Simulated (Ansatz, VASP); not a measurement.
Given: the input of a run of Ansatz 0.2.0 on Ge.

File input.yaml:

```yaml
crystal:
  lattice:
    - [3.921396709, 0.0, 0.0]
    - [-1.9606983545, 3.3960291683, 0.0]
    - [0.0, 0.0, 12.8881272765]
  atoms:
    - { symbol: Ge, position: [0.3333333333, 0.6666666667, 0.15594157] }
    - { symbol: Ge, position: [0.6666666667, 0.3333333333, 0.84405843] }
    - { symbol: Ge, position: [0.6666666667, 0.3333333333, 0.65594157] }
    - { symbol: Ge, position: [0.3333333333, 0.6666666667, 0.34405843] }
    - { symbol: Ge, position: [0.0, 0.0, 0.09314884] }
    - { symbol: Ge, position: [0.0, 0.0, 0.90685116] }
    - { symbol: Ge, position: [0.0, 0.0, 0.59314884] }
    - { symbol: Ge, position: [0.0, 0.0, 0.40685116] }
kpoints:
  mp_grid: { grid: [8, 8, 2] }
scf:
  occupations: { method: fermi_dirac, width: 0.05 }
hamiltonian:
  xc: pbesol
  pseudopotentials: { kind: all_electron, lapw: { basis_error: 0.001 } }
output:
  forces: true
  stress: true
  eigenvalues: true
```

Potentials or basis: all-electron LAPW, scalar-relativistic.

Run with:

```bash
$ ansatz run input.yaml --threads 4 --pin off --max-ram 12288MiB --backend cpu --events-out ev --progress --plain --runs-dir out
```

Question: Set up the same calculation for VASP 6.6.1. Potentials there: VASP PAW PBE potentials, release 64 (Ge_d).

Answer: As run (the cutoff follows the program's own potentials):

Contents of INCAR:

```
PREC     = Accurate       # precision mode
ENCUT    = 520            # plane-wave cutoff, eV
EDIFF    = 1E-6           # SCF threshold, eV
ISMEAR   = -1             # smearing method
SIGMA    = 0.05           # smearing width, eV
LREAL    = F              # projectors in reciprocal space
LASPH    = T              # aspherical terms in the spheres
NELM     = 60             # most SCF steps
ALGO     = Normal         # electronic algorithm
ISIF     = 2              # what is computed and relaxed
LWAVE    = F              # write WAVECAR
LCHARG   = F              # write CHGCAR
GGA      = PS             # functional
NBANDS   = 66             # bands
```

Contents of KPOINTS:

```
Automatic mesh
0
Gamma
  8 8 2
```

Contents of POSCAR:

```
Ge
1.0
    3.9213967090      0.0000000000      0.0000000000
   -1.9606983545      3.3960291683      0.0000000000
    0.0000000000      0.0000000000     12.8881272765
Ge
8
Direct
    0.3333333333      0.6666666667      0.1559415700
    0.6666666667      0.3333333333      0.8440584300
    0.6666666667      0.3333333333      0.6559415700
    0.3333333333      0.6666666667      0.3440584300
    0.0000000000      0.0000000000      0.0931488400
    0.0000000000      0.0000000000      0.9068511600
    0.0000000000      0.0000000000      0.5931488400
    0.0000000000      0.0000000000      0.4068511600
```

Potentials or basis: VASP PAW PBE potentials, release 64 (Ge_d).

Command:

```bash
$ cat potpaw_PBE.64/Ge_d/POTCAR > POTCAR
$ mpirun -np 1 vasp_std > vasp.out
```

Both were run:

|  | VASP | Ansatz | Ansatz less VASP |
| --- | --- | --- | --- |
| gap on the k mesh at the Fermi level (eV) | 0.11 | 0.11 | -0.004 |
| least direct gap on the mesh (eV) | 0.11 | 0.11 | -0.004 |
| pressure (GPa) | 4.7 | 4.8 | +0.10 |
| traceless stress, the component that is largest in VASP (GPa) | -0.17 | -0.17 | +0.004 |
| rms of the force components (eV/Å) | 0.005 | 0.005 | +0.0005 |

VASP's potentials were made for PBE, not for PBEsol. Atom by atom the forces differ by 0.001 eV/Å (rms over components). Ansatz ran all-electron here, and VASP with PAW potentials.
